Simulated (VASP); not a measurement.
Runs of VASP 6.6.1 on Ru. The structure is that of space group Fd-3m (No. 227), or close to it. The cells are those of the table. This isn't the form of Ru at room conditions, which is hcp.

```csv
task,cell,k mesh,cutoff (eV),gap on the mesh (eV),pressure (GPa)
single point,"a = 3.909 Å, angles 60.0°, 2 atoms",11 × 11 × 11,520,none,(b)
single point,"a = 3.752 Å, angles 60.0°, 2 atoms",11 × 11 × 11,520,none,17.0
single point,"a = 3.958 Å, angles 60.0°, 2 atoms",11 × 11 × 11,520,none,-10.3
single point,"a = 3.858 Å, angles 60.0°, 2 atoms",11 × 11 × 11,520,none,0.3
relaxation of cell and atoms,"relaxed from a = 3.727 Å, angles 60.0°, 2 atoms",10 × 10 × 10,600,none,0.1
single point,"a = 4.006 Å, angles 60.0°, 2 atoms",11 × 11 × 11,520,none,(a)
single point,"a = 3.697 Å, angles 60.0°, 2 atoms",11 × 11 × 11,520,none,28.8
single point,"a = 3.858 Å, angles 60.0°, 2 atoms",16 × 16 × 16,520,none,0.3
single point,"a = 3.806 Å, angles 60.0°, 2 atoms",11 × 11 × 11,520,none,7.7
single point,"a = 3.858 Å, angles 60.0°, 2 atoms",10 × 10 × 10,520,none,0.2
```

Alike in all rows: level PBE; potentials or basis VASP PAW PBE potentials, release 64 (Ru_pv); no spin polarisation; smearing fermi-dirac 0.1 eV.

Fill in the values left out.

(a) -14.0; (b) -5.6.

Caveats: the cell stands under tension (at least some runs); the cell stands under pressure (at least some runs).

A k mesh can miss the band edges, and the runs leave out spin-orbit coupling on Ru.

A gap of «none» marks levels without a gap at the run's occupations.
